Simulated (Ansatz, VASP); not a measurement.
**Two plane-wave programs on KTaO3**

Contents of INCAR:

```
SYSTEM = KTaO3
  ALGO = Normal
  EDIFF = 1E-6
  ENCUT = 520
  GGA = PE
  ISIF = 2
  ISMEAR = -1
  LASPH = .True.
  LCHARG = .False.
  LREAL = .False.
  LWAVE = .False.
  NBANDS = 27
  NELM = 60
  PREC = Accurate
  SIGMA = 0.02
```

File KPOINTS:

```
k-points
0
Gamma
  6 6 6
  0 0 0
```

POSCAR

```
KTaO3
1.0
    3.9901311030      0.0000000000      0.0000000000
    0.0000000000      3.9901311030      0.0000000000
    0.0000000000      0.0000000000      3.9502297920
K Ta O
1 1 3
Direct
    0.0000000000      0.0000000000      0.0000000000
    0.5000000000      0.5000000000      0.5000000000
    0.5000000000      0.5000000000      0.0000000000
    0.5000000000      0.0000000000      0.5000000000
    0.0000000000      0.5000000000      0.5000000000
```

Input for Ansatz:

```yaml
crystal:
  lattice:
    - [3.990131103, 0.0, 0.0]
    - [0.0, 3.990131103, 0.0]
    - [0.0, 0.0, 3.950229792]
  atoms:
    - { symbol: K, position: [0.0, 0.0, 0.0] }
    - { symbol: Ta, position: [0.5, 0.5, 0.5] }
    - { symbol: O, position: [0.5, 0.5, 0.0] }
    - { symbol: O, position: [0.5, 0.0, 0.5] }
    - { symbol: O, position: [0.0, 0.5, 0.5] }
kpoints:
  mp_grid: { grid: [6, 6, 6] }
  band_path:
    path: [[0.0, 0.0, 0.0], [0.0, 0.5, 0.0], [0.5, 0.5, 0.0], [0.5, 0.5, 0.5]]
    npoints: 1
hamiltonian:
  xc: pbe
scf:
  occupations: { method: fermi_dirac, width: 0.02 }
  n_extra_bands: 5
output:
  forces: true
  stress: true
  eigenvalues: true
```

Change from the starting cell: uniaxial_z strain -1.0%.

Alike in both runs: task single point; functional PBE; k mesh 6 × 6 × 6; occupations fermi-dirac, width 0.02 eV; no spin polarisation.

|  | VASP | Ansatz |
| --- | --- | --- |
| version | VASP 6.6.1 | Ansatz 0.2.0 |
| potentials or method | VASP PAW PBE potentials, release 64 (K_sv, Ta_pv, O) | plane waves, PAW |
| plane-wave cutoff (eV) | 520 | 420 |
| valence electrons in the cell | 38 | 40 |

|  | VASP | Ansatz | Ansatz less VASP |
| --- | --- | --- | --- |
| gap on the k mesh at the Fermi level (eV) | 2.17 | 2.22 | +0.047 |
| pressure (GPa) | 8.0 | 7.3 | -0.71 |
| traceless stress, the component that is largest in VASP (GPa) | 2.71 | 2.67 | -0.044 |

With one functional, cell and mesh, what is left measures potentials, basis and numerics. VASP's potentials hold 38 valence electrons a cell and Ansatz's 40, so a difference there can come from the potentials and not from the codes.

Spin-orbit coupling is off throughout.
